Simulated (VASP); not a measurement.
# Li16C (a cell with a defect) in VASP: single point with LDA

Aim: the single point of Li16C (a cell with a defect) with LDA.

All numbers are computed with VASP 6.6.1; they aren't measurements. Logs are shortened: lines on timing, memory, paths and dates and some standing lists are left out, and cuts for length are marked.

### 1 The cell of the first run

The cell holds a defect, 17 atoms: a = 6.980 Å, b = 6.980 Å, c = 6.980 Å, α = 90.00°, β = 90.00°, γ = 90.00°.

### 2 Single point, LDA

Contents of INCAR:

```
SYSTEM = Li16C
PREC = Accurate
ENCUT = 520
EDIFF = 1E-7
ISMEAR = 0
SIGMA = 0.1
LREAL = Auto
LASPH = .TRUE.
NELM = 60
ALGO = Normal
ISIF = 2
LWAVE = .FALSE.
LCHARG = .FALSE.
GGA = CA
NBANDS = 40
```

Contents of KPOINTS:

```
Automatic mesh
0
G
  4 4 4
  0 0 0
```

Contents of POSCAR:

```
Li16C
1.0
    6.9800000000      0.0000000000      0.0000000000
    0.0000000000      6.9800000000      0.0000000000
    0.0000000000      0.0000000000      6.9800000000
Li C
16 1
Direct
   -0.0610713467      0.1025451289      0.0003795129
    0.5609955587      0.1025436963      0.0003793696
    0.0267216332      0.4648369628      0.0003128940
   -0.0369465616     -0.0397610315      0.5003214900
    0.2499611748      0.2272302292      0.2799891117
    0.4731842407      0.4648401146      0.0003124642
    0.5368713467     -0.0397588825      0.5003214900
    0.7499613181      0.2851553009      0.2772302292
    0.0297000000      0.5229573066      0.5003087393
    0.2499611748      0.7897617479      0.2132666189
    0.2499613181      0.2272174785      0.7206297994
    0.4702220630      0.5229548711      0.5003088825
    0.7499524355      0.6474148997      0.1893202006
    0.7499608883      0.2851694842      0.7235408309
    0.2499611748      0.7897750716      0.7873415473
    0.7499524355      0.6474348138      0.8113114613
    0.7499544413      0.3748257880      0.0003726361
```

Potentials or basis: VASP PAW LDA potentials, release 64 (Li_sv, C).

Run with:

```
> cat potpaw_LDA.64/Li_sv/POTCAR potpaw_LDA.64/C/POTCAR > POTCAR
> mpirun -np 1 vasp_std > vasp.out
```

OUTCAR:

```text
SYSTEM = Li16C
   PREC = Accurate
   ENCUT = 520
   EDIFF = 1E-7
   ISMEAR = 0
   LREAL = Auto
   LASPH = .TRUE.
   NELM = 60
   ISIF = 2
   GGA = CA

 ion  position               nearest neighbor table
   1  0.939  0.103  0.000-  17 2.31   3 2.60
   2  0.561  0.103  0.000-  17 2.31   6 2.60
   3  0.027  0.465  0.000-  17 2.03   1 2.60
   4  0.963  0.960  0.500-
   5  0.250  0.227  0.280-
   6  0.473  0.465  0.000-  17 2.03   2 2.60
   7  0.537  0.960  0.500-
   8  0.750  0.285  0.277-  17 2.03  13 2.60
   9  0.030  0.523  0.500-
  10  0.250  0.790  0.213-
  11  0.250  0.227  0.721-
  12  0.470  0.523  0.500-
  13  0.750  0.647  0.189-  17 2.32   8 2.60
  14  0.750  0.285  0.724-  17 2.03  16 2.60
  15  0.250  0.790  0.787-
  16  0.750  0.647  0.811-  17 2.32  14 2.60
  17  0.750  0.375  0.000-  14 2.03   8 2.03   3 2.03   6 2.03   2 2.31   1 2.31  13 2.32  16 2.32

  LATTYP: Found a simple cubic cell.
 ALAT       =     6.9800000000

  Lattice vectors:

 A1 = (   6.9800000000,   0.0000000000,   0.0000000000)
 A2 = (   0.0000000000,   6.9800000000,   0.0000000000)
 A3 = (   0.0000000000,   0.0000000000,   6.9800000000)

Analysis of symmetry for initial positions (statically):
=====================================================================
 Subroutine PRICEL returns:
 Original cell was already a primitive cell.

 Routine SETGRP: Setting up the symmetry group for a
 simple cubic supercell.

 Subroutine GETGRP returns: Found  1 space group operations
 (whereof  1 operations were pure point group operations)
 out of a pool of 48 trial point group operations.

The static configuration has the point symmetry C_1 .

Analysis of symmetry for dynamics (positions and initial velocities):
=====================================================================
 Subroutine PRICEL returns:
 Original cell was already a primitive cell.

 Routine SETGRP: Setting up the symmetry group for a
 simple cubic supercell.

 Subroutine GETGRP returns: Found  1 space group operations
 (whereof  1 operations were pure point group operations)
 out of a pool of 48 trial point group operations.

The dynamic configuration has the point symmetry C_1 .

 Subroutine INISYM returns: Found  1 space group operations
 (whereof  1 operations are pure point group operations),
 and found     1 'primitive' translations

----------------------------------------------------------------------------------------

                                     Primitive cell

  volume of cell :     340.0684

  direct lattice vectors                    reciprocal lattice vectors
     6.980000000  0.000000000  0.000000000     0.143266476  0.000000000  0.000000000
     0.000000000  6.980000000  0.000000000     0.000000000  0.143266476  0.000000000
     0.000000000  0.000000000  6.980000000     0.000000000  0.000000000  0.143266476

  length of vectors
     6.980000000  6.980000000  6.980000000     0.143266476  0.143266476  0.143266476

  position of ions in fractional coordinates (direct lattice)
     0.938928653  0.102545129  0.000379513
     0.560995559  0.102543696  0.000379370
     0.026721633  0.464836963  0.000312894
     0.963053438  0.960238969  0.500321490
     0.249961175  0.227230229  0.279989112
     0.473184241  0.464840115  0.000312464
[... 9 lines left out ...]
     0.749952435  0.647434814  0.811311461
     0.749954441  0.374825788  0.000372636

  ion indices of the primitive-cell ions
   primitive index   ion index
                 1           1
                 2           2
                 3           3
                 4           4
                 5           5
                 6           6
[... 9 lines left out ...]
                16          16
                17          17

----------------------------------------------------------------------------------------

 KPOINTS: Automatic mesh

Automatic generation of k-mesh.
 Grid dimensions read from file:
 generate k-points for:    4    4    4

 Generating k-lattice:

  Cartesian coordinates                     Fractional coordinates (reciprocal lattice)
     0.035816619  0.000000000  0.000000000     0.250000000  0.000000000  0.000000000
     0.000000000  0.035816619  0.000000000     0.000000000  0.250000000  0.000000000
     0.000000000  0.000000000  0.035816619     0.000000000  0.000000000  0.250000000

  Length of vectors
     0.035816619  0.035816619  0.035816619

  Shift w.r.t. Gamma in fractional coordinates (k-lattice)
     0.000000000  0.000000000  0.000000000

 Subroutine IBZKPT returns following result:
 ===========================================

 Found     36 irreducible k-points:

 Following reciprocal coordinates:
            Coordinates               Weight
  0.000000  0.000000  0.000000      1.000000
  0.250000  0.000000  0.000000      2.000000
  0.000000  0.250000  0.000000      2.000000
  0.000000  0.000000  0.250000      2.000000
  0.500000  0.000000  0.000000      1.000000
  0.000000  0.500000  0.000000      1.000000
[... 16 lines left out ...]
  0.250000  0.250000  0.250000      2.000000
 -0.250000  0.250000  0.250000      2.000000
 [... further k-points ...]
   k-points           NKPTS =     36   k-points in BZ     NKDIM =     36   number of bands    NBANDS=     40
   number of dos      NEDOS =    301   number of ions     NIONS =     17
   total plane-waves  NPLWV = 157464
   dimension x,y,z NGX =    54 NGY =   54 NGZ =   54
   dimension x,y,z NGXF=   108 NGYF=  108 NGZF=  108
   ions per type =              16   1
   NGX,Y,Z   is equivalent  to a cutoff of  12.86, 12.86, 12.86 a.u.
   NGXF,Y,Z  is equivalent  to a cutoff of  25.72, 25.72, 25.72 a.u.
 SYSTEM =  Li16C
   PREC   = accura    normal or accurate (medium, high low for compatibility)
   ISTART =      0    job   : 0-new  1-cont  2-samecut
   ICHARG =      2    charge: 1-file 2-atom 10-const
   ISPIN  =      1    spin polarized calculation?
   LNONCOLLINEAR =      F non collinear calculations
   LSORBIT =      F    spin-orbit coupling
   LASPH  =      T    aspherical Exc in radial PAW
   ENCUT  =  520.0 eV  38.22 Ry    6.18 a.u.  12.98 12.98 12.98*2*pi/ulx,y,z
   NELM   =     60;   NELMIN=  2; NELMDL= -5     # of ELM steps
   EDIFF  = 0.1E-06   stopping-criterion for ELM
   LREAL  =      T    real-space projection
   EDIFFG = 0.1E-05   stopping-criterion for IOM
   NSW    =      0    number of steps for IOM
   IBRION =     -1    ionic relax: 0-MD 1-quasi-New 2-CG
   NFREE  =      0    steps in history (QN), initial steepest desc. (CG)
   ISIF   =      2    stress and relaxation
   ISYM   =      2    0-nonsym 1-usesym 2-fastsym
   POTIM  = 0.5000    time-step for ionic-motion
   TEBEG  =    0.0;   TEEND  =   0.0 temperature during run
   PSTRESS=    0.0 pullay stress
   NELECT =      52.0000    total number of electrons
   NUPDOWN=      -1.0000    fix difference up-down
   EMIN   =  10.00;   EMAX   =-10.00  energy-range for DOS
   EFERMI =   0.00;   METHOD = LEGACY
   ISMEAR =     0;   SIGMA  =   0.10  broadening in eV -4-tet -1-fermi 0-gaus
   EFERMI_NEDOS =   21; number of points for ismear=-14 and -15
   IALGO  =     38    algorithm
   IMIX   =      4    mixing-type and parameters
     AMIX     =   0.40;   BMIX     =  1.00
     AMIX_MAG =   1.60;   BMIX_MAG =  1.00
  volume/ion in A,a.u.               =      20.00       134.99
  Fermi-wavevector in a.u.,A,eV,Ry     =   0.875428  1.654319 10.427158  0.766374
  Thomas-Fermi vector in A             =   1.995098
   LORBIT       =      0    0 simple, 1 ext, 2 COOP (PROOUT), +10 PAW based schemes
   GGA     = CA    functional components
   LHFCALC =     F    Hartree Fock is set to
   AEXX    =    0.0000 exact exchange contribution
   IVDW    =     0    specifies the selected vdW correction
   LEPSILON=     F    determine dielectric tensor
   LRPA    =     F    only Hartree local field effects (RPA)
 non-spin polarized calculation
 Gauss-broadening in eV      SIGMA  =   0.10
  energy-cutoff  :      520.00
  volume of cell :      340.07
 maximum number of plane-waves:      9183
 NGX is ok and might be reduce to    54
   NGX = 25   NGY = 25   NGZ = 25

 number of electron      51.9999975 magnetization

 Free energy of the ion-electron system (eV)
  ---------------------------------------------------
  ext. energy  EPLUGINS =         0.00000000
  ---------------------------------------------------
  free energy    TOTEN  =       -41.07174425 eV

  energy without entropy =      -41.04463078  energy(sigma->0) =      -41.05818751

 E-fermi :   0.4386     XC(G=0):  -7.1254

 val. band max:        0.4146137175   @ k =   0.5000  -0.2500   0.2500
 cond. band min:       0.4525863570   @ k =   0.0000   0.5000   0.2500
 fundamental gap:      0.0379726395
 Fermi energy:         0.4385794286

 k-point     1 :       0.0000    0.0000    0.0000
  band No.  band energies     occupation
      1     -45.3868      2.00000
      2     -45.3802      2.00000
      3     -45.3790      2.00000
      4     -45.3785      2.00000
      5     -45.3501      2.00000
      6     -45.3433      2.00000
[... 30 lines left out ...]
     37       3.8169      0.00000
     38       3.8706      0.00000

 k-point     2 :       0.2500    0.0000    0.0000
  band No.  band energies     occupation
      1     -45.3863      2.00000
      2     -45.3819      2.00000
      3     -45.3785      2.00000
      4     -45.3780      2.00000
      5     -45.3500      2.00000
      6     -45.3433      2.00000
[... 30 lines left out ...]
     37       3.6296      0.00000
     38       3.8387      0.00000

 k-point     3 :       0.0000    0.2500    0.0000
  band No.  band energies     occupation
      1     -45.3868      2.00000
      2     -45.3802      2.00000
      3     -45.3790      2.00000
      4     -45.3785      2.00000
      5     -45.3503      2.00000
      6     -45.3433      2.00000
[... 30 lines left out ...]
     37       3.7097      0.00000
[... 781 lines left out ...]
 k-point    23 :       0.2500    0.2500    0.2500
  band No.  band energies     occupation
      1     -45.3857      2.00000
      2     -45.3822      2.00000
      3     -45.3800      2.00000
      4     -45.3768      2.00000
      5     -45.3502      2.00000
      6     -45.3434      2.00000
[... 30 lines left out ...]
     37       4.1862      0.00000
     38       4.4128      0.00000

 k-point    24 :      -0.2500    0.2500    0.2500
  band No.  band energies     occupation
      1     -45.3857      2.00000
      2     -45.3822      2.00000
      3     -45.3800      2.00000
      4     -45.3768      2.00000
      5     -45.3502      2.00000
      6     -45.3434      2.00000
[... 30 lines left out ...]
     37       4.1862      0.00000
     38       4.4128      0.00000

 [... further k-points ...]

 [bands above 38 left out]

------------------------ aborting loop because EDIFF is reached ----------------------------------------

  FORCE on cell =-STRESS in cart. coord.  units (eV):
  Direction    XX          YY          ZZ          XY          YZ          ZX
  --------------------------------------------------------------------------------------
  -------------------------------------------------------------------------------------
  Total       -3.1741347     -5.9385634     -3.1785767     -0.0002030     -0.0011500     -0.0000551
  in kB      -14.9544231    -27.9785827    -14.9753508     -0.0009565     -0.0054181     -0.0002594
  external PRESSURE =     -19.3027855 kB  Pullay stress =       0.0000000 kB

 VOLUME and BASIS-vectors are now :
 -----------------------------------------------------------------------------
  energy-cutoff  :      520.00
  volume of cell :      340.07
      direct lattice vectors                 reciprocal lattice vectors
     6.980000000  0.000000000  0.000000000     0.143266476  0.000000000  0.000000000
     0.000000000  6.980000000  0.000000000     0.000000000  0.143266476  0.000000000
     0.000000000  0.000000000  6.980000000     0.000000000  0.000000000  0.143266476

 POSITION                                       TOTAL-FORCE (eV/Angst)
 -----------------------------------------------------------------------------------
      6.55372      0.71576      0.00265        -0.000574      0.008100      0.000690
      3.91575      0.71576      0.00265         0.000179      0.008117      0.000696
      0.18652      3.24456      0.00218         0.019791     -0.002629      0.000253
      6.72211      6.70247      3.49224        -0.004301     -0.002817      0.000167
      1.74473      1.58607      1.95432        -0.000217     -0.005407      0.000002
      3.30283      3.24458      0.00218        -0.018743     -0.003138     -0.000055
[... 9 lines left out ...]
      5.23467      4.51910      5.66295        -0.000001     -0.010495      0.000801
      5.23468      2.61628      0.00260        -0.000514      0.004311      0.000985
 -----------------------------------------------------------------------------------
    total drift:                               -0.000255      0.001243     -0.010682

  FREE ENERGIE OF THE ION-ELECTRON SYSTEM (eV)
  ---------------------------------------------------
  free  energy   TOTEN  =       -41.0717442487 eV

  energy  without entropy=      -41.0446307764  energy(sigma->0) =      -41.05818751
```

Run time: 12 min. Hardware: 1 thread of Intel Xeon Platinum 8375C at 2.90GHz (Ice Lake), shared host; peak memory 0.48 GiB.

What came out:

```yaml
Free_energy: -41.0717 eV
Largest_force: 0.023 eV/Å
Band_gap_on_the_k_mesh: zero (bands 26 and 27 overlap by 0.28 eV)
```

Forces in eV/Å, atoms in the order of the input:
```
Li  -0.001  0.008  0.001
Li   0.000  0.008  0.001
Li   0.020 -0.003  0.000
Li  -0.004 -0.003  0.000
Li   0.000 -0.005  0.000
Li  -0.019 -0.003  0.000
Li   0.005 -0.003  0.001
Li   0.000  0.004  0.022
Li   0.002  0.001  0.001
Li   0.000  0.005 -0.004
Li   0.000 -0.005 -0.002
Li  -0.002  0.002  0.001
Li   0.000 -0.010 -0.002
Li   0.000  0.004 -0.022
Li   0.000  0.005  0.003
Li   0.000 -0.010  0.001
C   -0.001  0.004  0.001
```

Caveat: the cutoff is under 1.25 times the usual one of these potentials, so pressure, stress and relaxed cells hold a basis-set (Pulay) error.
